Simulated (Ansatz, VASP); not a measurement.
One calculation of ZnSe, two programs

```
Zn Se
1.0
     0.00000    2.86647    2.86647
     2.86647    0.00000    2.86647
     2.86647    2.86647    0.00000
Zn Se
1 1
Direct
  0.00000 0.00000 0.00000
  0.25000 0.25000 0.25000
```

Alike in both runs: functional PBE; k mesh 8 × 8 × 8; occupations gaussian, width 0.02 eV; no spin polarisation.

Ansatz relaxed the structure, and its values are those at the end. VASP's run is a single point on that final structure, the one shown.

```csv
,VASP,Ansatz
version,VASP 6.6.1,Ansatz 0.2.0
potentials or method,"VASP PAW PBE potentials, release 64 (Zn, Se), cutoff 500 eV","scalar-relativistic, plane waves, PAW"
valence electrons in the cell,18,28
```

|  | VASP | Ansatz | Ansatz less VASP |
| --- | --- | --- | --- |
| gap on the k mesh at the Fermi level (eV) | 1.15 | 1.15 | -0.004 |
| least direct gap on the mesh (eV) | 1.15 | 1.15 | -0.004 |
| pressure (GPa) | 0.2 | 0.0 | -0.20 |

The functional is the same, so the differences come from potentials, cutoffs and numerics. VASP's potentials hold 18 valence electrons a cell and Ansatz's 28, so a difference there can come from the potentials and not from the codes.
